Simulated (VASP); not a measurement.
Here is a VASP 6.6.1 calculation.

Contents of INCAR:

```
PREC = Accurate
ENCUT = 520
EDIFF = 1E-8
ISMEAR = -1
SIGMA = 0.05
LREAL = F
LASPH = T
NELM = 100
ALGO = Normal
ISIF = 2
LWAVE = F
LCHARG = F
GGA = PS
IBRION = 8
NSW = 1
```

KPOINTS

```
Automatic mesh
0
Gamma
  10 10 6
```

File POSCAR:

```
Os
1.0
    2.7341000000      0.0000000000      0.0000000000
   -1.3670500000      2.3678000565      0.0000000000
    0.0000000000      0.0000000000      4.3197000000
Os
2
Direct
    0.6666666667      0.3333333333      0.7500000000
    0.3333333333      0.6666666667      0.2500000000
```

Potentials or basis: VASP PAW PBE potentials, release 64 (Os).

Command:

```sh
$ cat potpaw_PBE.64/Os/POTCAR > POTCAR
$ mpirun -np 1 vasp_std > vasp.out
```

Predict the highest phonon frequency at Γ.

208 cm⁻¹.

Phonon frequencies in cm⁻¹ (negative: imaginary):
| q point | frequencies |
| --- | --- |
| (0.000, 0.000, 0.000) | 0 0 0 165 165 208 |

Caveat: the cell wasn't relaxed at this level first, which shifts response properties.
